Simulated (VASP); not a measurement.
# Sc (P6_3/mmc) in VASP: further runs

The runs below take Sc through relaxation of cell and atoms, with LDA.

All numbers are computed with VASP 6.6.1; they aren't measurements. Logs are shortened: lines on timing, memory, paths and dates and some standing lists are left out, and cuts for length are marked.

## 1. The cell of the first run

Symmetry: P6_3/mmc, No. 194, hexagonal system. Conventional cell: a = 3.230 Å, b = 3.230 Å, c = 4.986 Å, α = 90.00°, β = 90.00°, γ = 120.00°. Within 4.1 Å of Sc (site symmetry -6m2) lie 12 Sc at 3.11 to 3.23 Å.

## 2. Relaxation of cell and atoms, LDA

Contents of INCAR:

```
PREC     = Accurate       # precision mode
ENCUT    = 600            # plane-wave cutoff, eV
EDIFF    = 1E-7           # SCF threshold, eV
ISMEAR   = 0              # smearing method
SIGMA    = 0.1            # smearing width, eV
LREAL    = F              # projectors in reciprocal space
LASPH    = T              # aspherical terms in the spheres
NELM     = 80             # most SCF steps
ALGO     = Normal         # electronic algorithm
ISIF     = 3              # what is computed and relaxed
LWAVE    = F              # write WAVECAR
LCHARG   = F              # write CHGCAR
IBRION   = 2              # ionic algorithm
NSW      = 100            # ionic steps
EDIFFG   = -0.002         # ionic threshold
```

Contents of KPOINTS:

```
regular mesh
0
Gamma
  12 12 8
```

Contents of POSCAR:

```
Sc
1.0
    3.2295365112      0.0000000028      0.0000000000
   -1.6147682580      2.7968606597      0.0000000000
    0.0000000000      0.0000000000      4.9860880419
Sc
2
Direct
    0.3333333333      0.6666666667      0.2500000000
    0.6666666667      0.3333333333      0.7500000000
```

Potentials or basis: VASP PAW LDA potentials, release 64 (Sc_sv).

Run with:

```console
cat potpaw_LDA.64/Sc_sv/POTCAR > POTCAR
mpirun -np 1 vasp_std > vasp.out
```

OUTCAR:

```text
PREC = Accurate
   ENCUT = 600
   EDIFF = 1E-7
   ISMEAR = 0
   LREAL = F
   LASPH = T
   NELM = 80
   ISIF = 3
   IBRION = 2
   NSW = 100
   EDIFFG = -0.002

 ion  position               nearest neighbor table
   1  0.333  0.667  0.250-   2 3.11   2 3.11   2 3.11   2 3.11   2 3.11   2 3.11
   2  0.667  0.333  0.750-   1 3.11   1 3.11   1 3.11   1 3.11   1 3.11   1 3.11

  LATTYP: Found a hexagonal cell.
 ALAT       =     3.2295365112
 C/A-ratio  =     1.5439020505

  Lattice vectors:

 A1 = (   3.2295365112,   0.0000000028,   0.0000000000)
 A2 = (  -1.6147682580,   2.7968606597,   0.0000000000)
 A3 = (   0.0000000000,   0.0000000000,   4.9860880419)

Analysis of symmetry for initial positions (statically):
=====================================================================
 Subroutine PRICEL returns:
 Original cell was already a primitive cell.

 Routine SETGRP: Setting up the symmetry group for a
 hexagonal supercell.

 Subroutine GETGRP returns: Found 24 space group operations
 (whereof 12 operations were pure point group operations)
 out of a pool of 24 trial point group operations.

The static configuration has the point symmetry D_3d.
 The point group associated with its full space group is D_6h.

Analysis of symmetry for dynamics (positions and initial velocities):
=====================================================================
 Subroutine PRICEL returns:
 Original cell was already a primitive cell.

 Routine SETGRP: Setting up the symmetry group for a
 hexagonal supercell.

 Subroutine GETGRP returns: Found 24 space group operations
 (whereof 12 operations were pure point group operations)
 out of a pool of 24 trial point group operations.

The dynamic configuration has the point symmetry D_3d.
 The point group associated with its full space group is D_6h.

 Subroutine INISYM returns: Found 24 space group operations
 (whereof 12 operations are pure point group operations),
 and found     1 'primitive' translations

----------------------------------------------------------------------------------------

                                     Primitive cell

  volume of cell :      45.0372

  direct lattice vectors                    reciprocal lattice vectors
     3.229536511  0.000000003  0.000000000     0.309641955  0.178771867  0.000000000
    -1.614768258  2.796860660  0.000000000    -0.000000000  0.357543732  0.000000000
     0.000000000  0.000000000  4.986088042     0.000000000  0.000000000  0.200558031

  length of vectors
     3.229536511  3.229536511  4.986088042     0.357543732  0.357543732  0.200558031

  position of ions in fractional coordinates (direct lattice)
     0.333333333  0.666666667  0.250000000
     0.666666667  0.333333333  0.750000000

  ion indices of the primitive-cell ions
   primitive index   ion index
                 1           1
                 2           2

----------------------------------------------------------------------------------------

 KPOINTS: regular mesh

Automatic generation of k-mesh.
 Grid dimensions read from file:
 generate k-points for:   12   12    8

 Generating k-lattice:

  Cartesian coordinates                     Fractional coordinates (reciprocal lattice)
     0.025803496  0.014897656  0.000000000     0.083333333  0.000000000  0.000000000
    -0.000000000  0.029795311  0.000000000    -0.000000000  0.083333333  0.000000000
     0.000000000  0.000000000  0.025069754     0.000000000  0.000000000  0.125000000

  Length of vectors
     0.029795311  0.029795311  0.025069754

  Shift w.r.t. Gamma in fractional coordinates (k-lattice)
     0.000000000  0.000000000  0.000000000

 Subroutine IBZKPT returns following result:
 ===========================================

 Found     95 irreducible k-points:

 Following reciprocal coordinates:
            Coordinates               Weight
  0.000000  0.000000  0.000000      1.000000
  0.083333 -0.000000  0.000000      6.000000
  0.166667 -0.000000  0.000000      6.000000
  0.250000  0.000000  0.000000      6.000000
  0.333333  0.000000  0.000000      6.000000
  0.416667 -0.000000  0.000000      6.000000
[... 16 lines left out ...]
  0.250000  0.000000  0.125000     12.000000
  0.333333  0.000000  0.125000     12.000000
 [... further k-points ...]
   k-points           NKPTS =     95   k-points in BZ     NKDIM =     95   number of bands    NBANDS=     15
   number of dos      NEDOS =    301   number of ions     NIONS =      2
   total plane-waves  NPLWV =  31360
   dimension x,y,z NGX =    28 NGY =   28 NGZ =   40
   dimension x,y,z NGXF=    56 NGYF=   56 NGZF=   80
   ions per type =               2
   NGX,Y,Z   is equivalent  to a cutoff of  14.41, 14.41, 13.34 a.u.
   NGXF,Y,Z  is equivalent  to a cutoff of  28.83, 28.83, 26.67 a.u.
 SYSTEM =  unknown system
   PREC   = accura    normal or accurate (medium, high low for compatibility)
   ISTART =      0    job   : 0-new  1-cont  2-samecut
   ICHARG =      2    charge: 1-file 2-atom 10-const
   ISPIN  =      1    spin polarized calculation?
   LNONCOLLINEAR =      F non collinear calculations
   LSORBIT =      F    spin-orbit coupling
   LASPH  =      T    aspherical Exc in radial PAW
   ENCUT  =  600.0 eV  44.10 Ry    6.64 a.u.   6.45  6.45  9.96*2*pi/ulx,y,z
   NELM   =     80;   NELMIN=  2; NELMDL= -5     # of ELM steps
   EDIFF  = 0.1E-06   stopping-criterion for ELM
   LREAL  =      F    real-space projection
   EDIFFG = -.2E-02   stopping-criterion for IOM
   NSW    =    100    number of steps for IOM
   IBRION =      2    ionic relax: 0-MD 1-quasi-New 2-CG
   NFREE  =      1    steps in history (QN), initial steepest desc. (CG)
   ISIF   =      3    stress and relaxation
   ISYM   =      2    0-nonsym 1-usesym 2-fastsym
   POTIM  = 0.5000    time-step for ionic-motion
   TEBEG  =    0.0;   TEEND  =   0.0 temperature during run
   PSTRESS=    0.0 pullay stress
   NELECT =      22.0000    total number of electrons
   NUPDOWN=      -1.0000    fix difference up-down
   EMIN   =  10.00;   EMAX   =-10.00  energy-range for DOS
   EFERMI =   0.00;   METHOD = LEGACY
   ISMEAR =     0;   SIGMA  =   0.10  broadening in eV -4-tet -1-fermi 0-gaus
   EFERMI_NEDOS =   21; number of points for ismear=-14 and -15
   IALGO  =     38    algorithm
   IMIX   =      4    mixing-type and parameters
     AMIX     =   0.40;   BMIX     =  1.00
     AMIX_MAG =   1.60;   BMIX_MAG =  1.00
  volume/ion in A,a.u.               =      22.52       151.96
  Fermi-wavevector in a.u.,A,eV,Ry     =   1.289314  2.436450 22.617384  1.662331
  Thomas-Fermi vector in A             =   2.421214
   LORBIT       =      0    0 simple, 1 ext, 2 COOP (PROOUT), +10 PAW based schemes
   GGA     = CA    functional components
   LHFCALC =     F    Hartree Fock is set to
   AEXX    =    0.0000 exact exchange contribution
   IVDW    =     0    specifies the selected vdW correction
   LEPSILON=     F    determine dielectric tensor
   LRPA    =     F    only Hartree local field effects (RPA)
 conjugate gradient relaxation of ions
 non-spin polarized calculation
 Gauss-broadening in eV      SIGMA  =   0.10
  energy-cutoff  :      600.00
  volume of cell :       45.04
 maximum number of plane-waves:      1526
 NGX is ok and might be reduce to    28
   NGX = 13   NGY = 13   NGZ = 19

--------------------------------------- Ionic step        1  -------------------------------------------

 number of electron      22.0000004 magnetization

 Free energy of the ion-electron system (eV)
  ---------------------------------------------------
  ext. energy  EPLUGINS =         0.00000000
  ---------------------------------------------------
  free energy    TOTEN  =       -13.45877369 eV

  energy without entropy =      -13.44179310  energy(sigma->0) =      -13.45028339

------------------------ aborting loop because EDIFF is reached ----------------------------------------

  FORCE on cell =-STRESS in cart. coord.  units (eV):
  Direction    XX          YY          ZZ          XY          YZ          ZX
  --------------------------------------------------------------------------------------
  -------------------------------------------------------------------------------------
  Total        0.0330250      0.0330250      0.0373488      0.0000000     -0.0000000      0.0000000
  in kB        1.1748512      1.1748512      1.3286670      0.0000000     -0.0000000      0.0000000
  external PRESSURE =       1.2261231 kB  Pullay stress =       0.0000000 kB
[... 57 lines left out ...]
  energy  without entropy=      -13.4417482969  energy(sigma->0) =      -13.45027995

--------------------------------------- Ionic step        3  -------------------------------------------

 number of electron      22.0000004 magnetization

 Free energy of the ion-electron system (eV)
  ---------------------------------------------------
  ext. energy  EPLUGINS =         0.00000000
  ---------------------------------------------------
  free energy    TOTEN  =       -13.45881281 eV

  energy without entropy =      -13.44176102  energy(sigma->0) =      -13.45028691

 E-fermi :   3.9837     XC(G=0): -10.5121

 val. band max:        3.9746751979   @ k =   0.2500   0.0833   0.3750
 cond. band min:       3.9859774701   @ k =   0.2500   0.1667   0.2500
 fundamental gap:      0.0113022721
 Fermi energy:         3.9836804063

 k-point     1 :       0.0000    0.0000    0.0000
  band No.  band energies     occupation
      1     -44.6120      2.00000
      2     -44.4990      2.00000
      3     -23.8808      2.00000
      4     -23.4044      2.00000
      5     -23.4044      2.00000
      6     -23.3096      2.00000
      7     -23.3096      2.00000
      8     -23.2660      2.00000
      9      -1.2389      2.00000
     10       2.2293      2.00000
     11       4.9863      0.00000
     12       5.6144      0.00000
     13       5.6144      0.00000
     14       5.9722      0.00000
     15       6.1350      0.00000
[... 397 lines left out ...]
 k-point    24 :       0.3333    0.0000    0.1250
  band No.  band energies     occupation
      1     -44.5492      2.00000
      2     -44.4892      2.00000
      3     -23.7443      2.00000
      4     -23.6330      2.00000
      5     -23.5843      2.00000
      6     -23.4858      2.00000
      7     -23.3578      2.00000
      8     -23.3514      2.00000
      9       1.0632      2.00000
     10       3.1633      2.00000
     11       3.5093      2.00000
     12       4.0950      0.11531
     13       5.4402      0.00000
     14       5.5796      0.00000
     15       5.7404      0.00000

 [... further k-points ...]

------------------------ aborting loop because EDIFF is reached ----------------------------------------

  FORCE on cell =-STRESS in cart. coord.  units (eV):
  Direction    XX          YY          ZZ          XY          YZ          ZX
  --------------------------------------------------------------------------------------
  -------------------------------------------------------------------------------------
  Total       -0.0039535     -0.0039535     -0.0003479     -0.0000000      0.0000000      0.0000000
  in kB       -0.1403434     -0.1403434     -0.0123495     -0.0000000      0.0000000      0.0000000
  external PRESSURE =      -0.0976788 kB  Pullay stress =       0.0000000 kB
[... 17 lines left out ...]
  FREE ENERGIE OF THE ION-ELECTRON SYSTEM (eV)
  ---------------------------------------------------
  free  energy   TOTEN  =       -13.4588128055 eV

  energy  without entropy=      -13.4417610187  energy(sigma->0) =      -13.45028691

 reached required accuracy - stopping structural energy minimisation
```

Run time: 3.7 min. Hardware: 1 thread of Intel Xeon 8259CL, shared host; peak memory 0.21 GiB.

Results:

| Quantity | Value |
| --- | --- |
| Free energy | -13.4588 eV |
| Relaxed volume | 22.57 Å³/atom |
| Relaxed cell | a = 3.232 Å, b = 3.232 Å, c = 4.990 Å, α = 90.00°, β = 90.00°, γ = 120.00° |
| Space group after relaxing (to 0.1 Å) | P6_3/mmc (No. 194) |
| Energy gained by relaxing | 0.0 meV/atom |
| Ionic steps | 3 |
| Pressure after relaxing | 0.0 GPa |
| Band gap on the k mesh | zero (bands 11 and 12 overlap by 1.66 eV) |

Final structure:
```cif
data_structure
_symmetry_space_group_name_H-M 'P 1'
_symmetry_Int_Tables_number 1
_cell_length_a 3.2318
_cell_length_b 3.2318
_cell_length_c 4.9900
_cell_angle_alpha 90.000
_cell_angle_beta 90.000
_cell_angle_gamma 120.000
_cell_volume 45.13
loop_
_atom_site_label
_atom_site_type_symbol
_atom_site_fract_x
_atom_site_fract_y
_atom_site_fract_z
_atom_site_occupancy
Sc1 Sc 0.33333 0.66667 0.25000 1
Sc2 Sc 0.66667 0.33333 0.75000 1
```

[end of part 1 of 2]
